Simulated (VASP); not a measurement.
A run of VASP 6.6.1:

The input INCAR:

```
PREC = Accurate
ENCUT = 1000
EDIFF = 1E-6
ISMEAR = -1
SIGMA = 0.02
LREAL = Auto
LASPH = T
NELM = 120
ALGO = Normal
ISIF = 2
LWAVE = F
LCHARG = T
GGA = PE
IVDW = 12
LELF = T
LVHAR = T
NBANDS = 82
GGA_COMPAT = F
```

The input KPOINTS:

```
Automatic mesh
0
Gamma
  1 1 1
```

POSCAR

```
H3CCl
1.0
    8.3815160000      0.0000000000      0.0000000000
    0.0000000000      8.3815160000      0.0000000000
    0.0000000000      0.0000000000      8.3815160000
C Cl H
8 8 24
Direct
    0.3399252333      0.9388802373      0.1481182228
    0.6576464975      0.3417142931      0.4414356752
    0.1185529975      0.8433074979      0.5974045901
    0.7924267809      0.8907531850      0.0874251836
    0.0023578928      0.3554368579      0.9935409133
    0.5465156917      0.9527135887      0.7545310897
    0.0847219743      0.3706793755      0.4057487504
    0.3949376236      0.3682724705      0.1152061371
    0.4327925259      0.8019305401      0.2830621448
    0.4677131631      0.3788062576      0.5320477720
    0.1077573764      0.9575329797      0.7772077595
    0.9094130795      0.8424807631      0.2587109085
   -0.1831619721      0.4606323874      0.9843945048
    0.6197555242      1.1314271691      0.8475773891
    0.0617472765      0.3983542284      0.6151330766
    0.3954066514      0.4985774259     -0.0554245959
    0.2351661421      0.9904225166      0.2076186585
    0.4262846214      1.0316035582      0.1159049966
    0.3029099333      0.8753426035      0.0402102565
    0.7480744772      0.4120730656      0.5050875197
    0.6837332212      0.2135602359      0.4508423045
    0.6510052943      0.3786633696      0.3160136696
    0.1511112839      0.9238232956      0.4999654703
    0.2080156667      0.7490557537      0.6114051219
    0.0005338301      0.7913131565      0.5772004194
    0.8677105277      0.9503947878     -0.0009882899
    0.7422364477      0.7804002953      0.0387078238
    0.6967628784      0.9698719894      0.1257804841
    0.0105897242      0.2912584297      1.1073237323
    0.0101257364      0.2710429073      0.8937258458
    0.1000844186      0.4423026944      0.9825017116
    0.4187378169      0.9416886099      0.7802003928
    0.5660531766      0.9692805001      0.6265332394
    0.6118794534      0.8483494800      0.7986447375
    0.0846784895      0.4881281169      0.3480549067
    0.1994988764      0.3106681361      0.3878413913
   -0.0145742546      0.2969022436      0.3643623252
    0.3015665725      0.2765970857      0.1038611330
    0.5121787695      0.3103266612      0.1153687839
    0.3767100801      0.4385637500      0.2236626440
```

Potentials or basis: VASP PAW PBE potentials, release 64 (C_h, Cl, H_h).

Launch:

```sh
$ cat potpaw_PBE.64/C_h/POTCAR potpaw_PBE.64/Cl/POTCAR potpaw_PBE.64/H_h/POTCAR > POTCAR
$ mpirun -np 1 vasp_gam > vasp.out
```

Hardware: 1 thread of Intel(R) Xeon(R) 6975P-C (Granite Rapids) (shared host).

**Question.** How long does it take, and how much memory?

**Answer.** Run time: 2.7 min on 1 thread of Intel(R) Xeon(R) 6975P-C (Granite Rapids), with other jobs on the host, peak memory 1.2 GiB. Counts: scf iterations 16, k points 1.
